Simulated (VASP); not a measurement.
Write the native input for VASP 6.6.1 that does the following.

* Task: single point
* Functional: PBE
* Potentials or basis: VASP PAW PBE potentials, release 64 (Ga_d, S)
* Cutoff: 520 eV
* k mesh: 6 × 6 × 1
* Occupations: gaussian, width 0.1 eV
* Spin: no spin polarisation
* Dipole correction: yes
* Further INCAR settings: ALGO = Normal; EDIFF = 1e-07; NBANDS = 20

The structure of GaS2 lies in POSCAR:

```
GaS2
1.0
    2.5704030200      0.0000000000      0.0000000000
    0.0000000000      2.5704030200      0.0000000000
    0.0000000000      0.0000000000     19.0000000000
Ga S
1 2
Direct
    0.0000000000      0.0000000000      0.5000000000
    0.0000000000      0.0000000000      0.6142488700
    0.0000000000      0.0000000000      0.3857511300
```

One way to write it, as run:

INCAR

```
SYSTEM = GaS2
PREC = Accurate ; ENCUT = 520
EDIFF = 1E-7 ; ISMEAR = 0
SIGMA = 0.1 ; LREAL = .FALSE.
LASPH = .TRUE. ; NELM = 60
ALGO = Normal ; ISIF = 2
LWAVE = .FALSE. ; LCHARG = .FALSE.
LDIPOL = .TRUE. ; IDIPOL = 3
DIPOL = 0.5 0.5 0.500 ; GGA = PE
NBANDS = 20
```

KPOINTS

```
regular mesh
0
G
  6 6 1
  0 0 0
```

Potentials or basis: VASP PAW PBE potentials, release 64 (Ga_d, S).

Run with:

```console
$ cat potpaw_PBE.64/Ga_d/POTCAR potpaw_PBE.64/S/POTCAR > POTCAR
$ mpirun -np 1 vasp_std > vasp.out
```

It gave:

```yaml
Largest_force: 2.784 eV/Å
```

Caveat: the k points lie up to 0.41 Å⁻¹ apart.

Wall time 24 s on 1 thread of Intel(R) Xeon(R) 6975P-C (Granite Rapids) (shared host), peak memory 0.23 GiB.
